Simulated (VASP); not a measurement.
Here is a VASP 6.6.1 calculation.

The input INCAR:

```
PREC = Accurate
ENCUT = 750
EDIFF = 1E-6
ISMEAR = 0
SIGMA = 0.1
LREAL = F
LASPH = T
NELM = 120
ALGO = Normal
ISIF = 2
LWAVE = F
LCHARG = F
GGA = PE
NBANDS = 13
GGA_COMPAT = F
```

File KPOINTS:

```
Automatic mesh
0
Gamma
  6 6 6
```

Contents of POSCAR:

```
Li2O
1.0
    0.0000000000      2.3135000000      2.3135000000
    2.3135000000      0.0000000000      2.3135000000
    2.3135000000      2.3135000000      0.0000000000
Li O
2 1
Direct
    0.2500000000      0.2500000000      0.2500000000
    0.7500000000      0.7500000000      0.7500000000
    0.0000000000      0.0000000000      0.0000000000
```

Potentials or basis: VASP PAW PBE potentials, release 64 (Li_sv, O).

Command:

```bash
$ cat potpaw_PBE.64/Li_sv/POTCAR potpaw_PBE.64/O/POTCAR > POTCAR
$ mpirun -np 1 vasp_std > vasp.out
```

(1) What does it give for the band gap on the k mesh?

(2) Estimate the pressure.

Results:

(1) 4.97 eV, indirect (least direct gap 5.23 eV).

(2) -0.4 GPa.
